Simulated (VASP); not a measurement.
# W16F (a cell with a defect) in VASP: further runs, part 2 of 2

VASP 6.6.1.

### Step 3. Single point, LDA

Contents of INCAR:

```
PREC     = Accurate       # precision mode
ENCUT    = 520            # plane-wave cutoff, eV
EDIFF    = 1E-6           # SCF threshold, eV
ISMEAR   = -1             # smearing method
SIGMA    = 0.1            # smearing width, eV
LREAL    = False          # projectors in reciprocal space
LASPH    = True           # aspherical terms in the spheres
NELM     = 120            # most SCF steps
ALGO     = Normal         # electronic algorithm
ISIF     = 2              # what is computed and relaxed
LWAVE    = False          # write WAVECAR
LCHARG   = False          # write CHGCAR
GGA      = CA             # functional
NBANDS   = 130            # bands
GGA_COMPAT= False
```

Contents of KPOINTS:

```
regular mesh
0
Gamma
  2 2 2
```

Contents of POSCAR:

```
W16F
1.0
    6.3200000000      0.0000000000      0.0000000000
    0.0000000000      6.3200000000      0.0000000000
    0.0000000000      0.0000000000      6.3200000000
W F
16 1
Direct
    0.0252531646      0.0272784810     -0.0098892405
    0.5214715190     -0.0135443038     -0.0145886076
    0.0035443038      0.5068196203     -0.0241455696
    0.0181487342      0.0343987342      0.4824208861
    0.2792088608      0.2474525316      0.2095569620
    0.5127689873      0.5210126582      0.0074208861
    0.5213132911      0.0014240506      0.4806803797
    0.7638291139      0.2321360759      0.1937341772
    0.0047943038      0.5293512658      0.5351582278
    0.2544145570      0.7801424051      0.2548892405
    0.2770727848      0.2882594937      0.7393196203
    0.5240822785      0.5112341772      0.4893829114
    0.7604272152      0.7428955696      0.2193354430
    0.7729746835      0.2541455696      0.7441297468
    0.2456487342      0.7679272152      0.7418196203
    0.7750791139      0.7517405063      0.7581803797
    0.1278955696      0.5009177215      0.2552056962
```

Potentials or basis: VASP PAW LDA potentials, release 64 (W_sv, F).

Command:

```
cat potpaw_LDA.64/W_sv/POTCAR potpaw_LDA.64/F/POTCAR > POTCAR
mpirun -np 1 vasp_std > vasp.out
```

OUTCAR:

```text
PREC = Accurate
   ENCUT = 520
   EDIFF = 1E-6
   ISMEAR = -1
   LREAL = False
   LASPH = True
   NELM = 120
   ISIF = 2
   GGA = CA

 ion  position               nearest neighbor table
   1  0.025  0.027  0.990-   8 2.46   5 2.54  14 2.65  15 2.66  10 2.71  16 2.77  11 2.79  13 2.85
                             3 3.04   4 3.11   2 3.15   2 3.19   4 3.21   3 3.29
   2  0.521  0.986  0.985-   8 2.55  16 2.61  13 2.61   5 2.66  15 2.70  10 2.73  14 2.78  11 2.91
                             6 2.95   7 3.13   1 3.15   7 3.19   1 3.19   6 3.38
   3  0.004  0.507  0.976-  17 1.93  16 2.52  14 2.61  13 2.64  11 2.67   8 2.68  15 2.69   9 2.79
                             5 2.81  10 2.93   1 3.04   6 3.11   6 3.23   1 3.29
   4  0.018  0.034  0.482-  10 2.62  14 2.66   8 2.73   5 2.74  15 2.76  11 2.81  16 2.93  13 2.97
                             1 3.11   7 3.15   9 3.15   7 3.19   1 3.21   9 3.21
   5  0.279  0.247  0.210-  17 1.89   1 2.54   6 2.61   2 2.66   4 2.74   7 2.77   3 2.81  12 2.88
                            10 2.97  11 2.98   8 3.07   9 3.23   8 3.26  11 3.36  10 3.38
   6  0.513  0.521  0.007-  13 2.49   5 2.61   8 2.69  11 2.69  16 2.71  10 2.79  15 2.85  14 2.88
                             2 2.95  12 3.05   3 3.11   3 3.23  12 3.28   2 3.38
   7  0.521  0.001  0.481-  10 2.61  13 2.77   5 2.77   8 2.79  14 2.80  15 2.82  16 2.85  11 2.89
                            12 3.10   2 3.13   4 3.15   4 3.19   2 3.19  12 3.22
   8  0.764  0.232  0.194-   1 2.46   2 2.55   3 2.68   6 2.69   4 2.73   7 2.79  14 2.85  12 2.98
                             5 3.07  13 3.10  13 3.23   9 3.24   5 3.26  14 3.48
   9  0.005  0.529  0.535-  17 1.94  16 2.46  15 2.51  14 2.63  11 2.64   3 2.79  10 2.85  13 2.86
                            12 3.05   4 3.15   4 3.21   5 3.23   8 3.24  12 3.30
  10  0.254  0.780  0.255-  17 1.94   7 2.61   4 2.62   1 2.71   2 2.73   6 2.79  12 2.83   9 2.85
                             3 2.93   5 2.97  15 3.08  13 3.14  13 3.21  15 3.24   5 3.38
  11  0.277  0.288  0.739-  12 2.63   9 2.64   3 2.67   6 2.69   1 2.79   4 2.81   7 2.89   2 2.91
                             5 2.98  15 3.04  14 3.14  14 3.19  15 3.29   5 3.36
  12  0.524  0.511  0.489-  11 2.63  13 2.70  14 2.78  16 2.78  10 2.83  15 2.88   5 2.88   8 2.98
                             6 3.05   9 3.05   7 3.10   7 3.22   6 3.28   9 3.30
  13  0.760  0.743  0.219-   6 2.49   2 2.61   3 2.64  12 2.70   7 2.77   1 2.85   9 2.86  16 2.92
                             4 2.97   8 3.10  10 3.14  10 3.21   8 3.23  16 3.41
  14  0.773  0.254  0.744-   3 2.61   9 2.63   1 2.65   4 2.66  12 2.78   2 2.78   7 2.80   8 2.85
                             6 2.88  11 3.14  16 3.15  16 3.18  11 3.19   8 3.48
  15  0.246  0.768  0.742-   9 2.51   1 2.66   3 2.69   2 2.70   4 2.76   7 2.82   6 2.85  12 2.88
                            16 2.98  11 3.04  10 3.08  10 3.24  11 3.29  16 3.35
  16  0.775  0.752  0.758-   9 2.46   3 2.52   2 2.61   6 2.71   1 2.77  12 2.78   7 2.85  13 2.92
                             4 2.93  15 2.98  14 3.15  14 3.18  15 3.35  13 3.41
  17  0.128  0.501  0.255-   5 1.89   3 1.93  10 1.94   9 1.94

  LATTYP: Found a simple cubic cell.
 ALAT       =     6.3200000000

  Lattice vectors:

 A1 = (   6.3200000000,   0.0000000000,   0.0000000000)
 A2 = (   0.0000000000,   6.3200000000,   0.0000000000)
 A3 = (   0.0000000000,   0.0000000000,   6.3200000000)

Analysis of symmetry for initial positions (statically):
=====================================================================
 Subroutine PRICEL returns:
 Original cell was already a primitive cell.

 Routine SETGRP: Setting up the symmetry group for a
 simple cubic supercell.

 Subroutine GETGRP returns: Found  1 space group operations
 (whereof  1 operations were pure point group operations)
 out of a pool of 48 trial point group operations.

The static configuration has the point symmetry C_1 .

Analysis of symmetry for dynamics (positions and initial velocities):
=====================================================================
 Subroutine PRICEL returns:
[... 112 lines left out ...]
 SYSTEM =  unknown system
   PREC   = accura    normal or accurate (medium, high low for compatibility)
   ISTART =      0    job   : 0-new  1-cont  2-samecut
   ICHARG =      2    charge: 1-file 2-atom 10-const
   ISPIN  =      1    spin polarized calculation?
   LNONCOLLINEAR =      F non collinear calculations
   LSORBIT =      F    spin-orbit coupling
   LASPH  =      T    aspherical Exc in radial PAW
   ENCUT  =  520.0 eV  38.22 Ry    6.18 a.u.  11.75 11.75 11.75*2*pi/ulx,y,z
   NELM   =    120;   NELMIN=  2; NELMDL= -5     # of ELM steps
   EDIFF  = 0.1E-05   stopping-criterion for ELM
   LREAL  =      F    real-space projection
   EDIFFG = 0.1E-04   stopping-criterion for IOM
   NSW    =      0    number of steps for IOM
   IBRION =     -1    ionic relax: 0-MD 1-quasi-New 2-CG
   NFREE  =      0    steps in history (QN), initial steepest desc. (CG)
   ISIF   =      2    stress and relaxation
   ISYM   =      2    0-nonsym 1-usesym 2-fastsym
   POTIM  = 0.5000    time-step for ionic-motion
   TEBEG  =    0.0;   TEEND  =   0.0 temperature during run
   PSTRESS=    0.0 pullay stress
   NELECT =     231.0000    total number of electrons
   NUPDOWN=      -1.0000    fix difference up-down
   EMIN   =  10.00;   EMAX   =-10.00  energy-range for DOS
   EFERMI =   0.00;   METHOD = LEGACY
   ISMEAR =    -1;   SIGMA  =   0.10  broadening in eV -4-tet -1-fermi 0-gaus
   EFERMI_NEDOS =   21; number of points for ismear=-14 and -15
   IALGO  =     38    algorithm
   IMIX   =      4    mixing-type and parameters
     AMIX     =   0.40;   BMIX     =  1.00
     AMIX_MAG =   1.60;   BMIX_MAG =  1.00
  volume/ion in A,a.u.               =      14.85       100.21
  Fermi-wavevector in a.u.,A,eV,Ry     =   1.589382  3.003497 34.370175  2.526137
  Thomas-Fermi vector in A             =   2.688240
   LORBIT       =      0    0 simple, 1 ext, 2 COOP (PROOUT), +10 PAW based schemes
   GGA     = CA    functional components
   LHFCALC =     F    Hartree Fock is set to
   AEXX    =    0.0000 exact exchange contribution
   IVDW    =     0    specifies the selected vdW correction
   LEPSILON=     F    determine dielectric tensor
   LRPA    =     F    only Hartree local field effects (RPA)
 non-spin polarized calculation
  energy-cutoff  :      520.00
  volume of cell :      252.44
 maximum number of plane-waves:      6859
 NGX is ok and might be reduce to    48
   NGX = 23   NGY = 23   NGZ = 23

 number of electron     231.0000005 magnetization

 Free energy of the ion-electron system (eV)
  ---------------------------------------------------
  ext. energy  EPLUGINS =         0.00000000
  ---------------------------------------------------
  free energy    TOTEN  =      -222.42589515 eV

  energy without entropy =     -222.13740362  energy(sigma->0) =     -222.28164939

 E-fermi :  11.6377     XC(G=0): -13.9474

 val. band max:       11.6349219309   @ k =   0.5000   0.5000   0.0000
 cond. band min:      11.6441167101   @ k =   0.0000   0.5000   0.0000
 fundamental gap:      0.0091947792
 Fermi energy:        11.6376882414

 k-point     1 :       0.0000    0.0000    0.0000
  band No.  band energies     occupation
      1     -62.1240      2.00000
      2     -62.0824      2.00000
      3     -62.0355      2.00000
      4     -61.9731      2.00000
      5     -61.8536      2.00000
      6     -61.8312      2.00000
[... 1029 lines left out ...]
    126      13.7628      0.00000
    127      13.8266      0.00000
 [bands above 127 left out]

------------------------ aborting loop because EDIFF is reached ----------------------------------------

  FORCE on cell =-STRESS in cart. coord.  units (eV):
  Direction    XX          YY          ZZ          XY          YZ          ZX
  --------------------------------------------------------------------------------------
  -------------------------------------------------------------------------------------
  Total       16.4299464     19.9122437     25.8713413     -3.5691110      4.8850796     -0.5920109
  in kB      104.2786726    126.3803481    164.2019435    -22.6526703     31.0049472     -3.7574140
  external PRESSURE =     131.6203214 kB  Pullay stress =       0.0000000 kB

 VOLUME and BASIS-vectors are now :
 -----------------------------------------------------------------------------
  energy-cutoff  :      520.00
  volume of cell :      252.44
      direct lattice vectors                 reciprocal lattice vectors
     6.320000000  0.000000000  0.000000000     0.158227848  0.000000000  0.000000000
     0.000000000  6.320000000  0.000000000     0.000000000  0.158227848  0.000000000
     0.000000000  0.000000000  6.320000000     0.000000000  0.000000000  0.158227848

 POSITION                                       TOTAL-FORCE (eV/Angst)
 -----------------------------------------------------------------------------------
      0.15960      0.17240      6.25750         0.197081     -2.514681     -1.783355
      3.29570      6.23440      6.22780        -0.999139      1.509400     -0.958769
      0.02240      3.20310      6.16740        -0.070824      0.177972     -1.331072
      0.11470      0.21740      3.04890        -0.377796     -1.301259      0.614174
      1.76460      1.56390      1.32440         2.556449     -3.734856      2.526373
      3.24070      3.29280      0.04690         0.028523     -1.033765     -2.900222
[... 9 lines left out ...]
      4.89850      4.75100      4.79170        -2.271836      2.135076     -2.122681
      0.80830      3.16580      1.61290        -0.862867      0.308575      0.974141
 -----------------------------------------------------------------------------------
    total drift:                                0.000600      0.000231     -0.000394

  FREE ENERGIE OF THE ION-ELECTRON SYSTEM (eV)
  ---------------------------------------------------
  free  energy   TOTEN  =      -222.4258951545 eV

  energy  without entropy=     -222.1374036242  energy(sigma->0) =     -222.28164939
```

Wall time 9.9 min (1 thread of Intel Xeon 8259CL, shared host); peak memory 0.36 GiB.

What came out:

```
Free energy            : -222.4259 eV
Pressure               : 13.2 GPa
Largest force          : 5.183 eV/Å
Band gap on the k mesh : zero (an odd number of electrons rules out a gap without spin polarisation)
```

Forces in eV/Å, atoms in the order of the input:
```
W    0.197 -2.515 -1.783
W   -0.999  1.509 -0.959
W   -0.071  0.178 -1.331
W   -0.378 -1.301  0.614
W    2.556 -3.735  2.526
W    0.029 -1.034 -2.900
W   -0.018  0.992  0.874
W   -1.295  2.008  4.542
W   -1.268 -1.269 -0.449
W    2.046  2.544 -0.727
W    0.336 -2.317 -0.751
W    0.570 -0.264  0.151
W    0.248  1.744  3.181
W   -1.426  0.174 -2.007
W    2.608  0.840  0.168
W   -2.272  2.135 -2.123
F   -0.863  0.309  0.974
```

Caveat: the k points lie up to 0.50 Å⁻¹ apart, too coarse for converged energies and pressures of a metal; the atoms stand as in a frame of molecular dynamics; spin-orbit coupling is left out, which moves the levels of the heavy elements; an odd number of electrons without spin polarisation forces a metal; a magnetic or distorted state may lie lower.
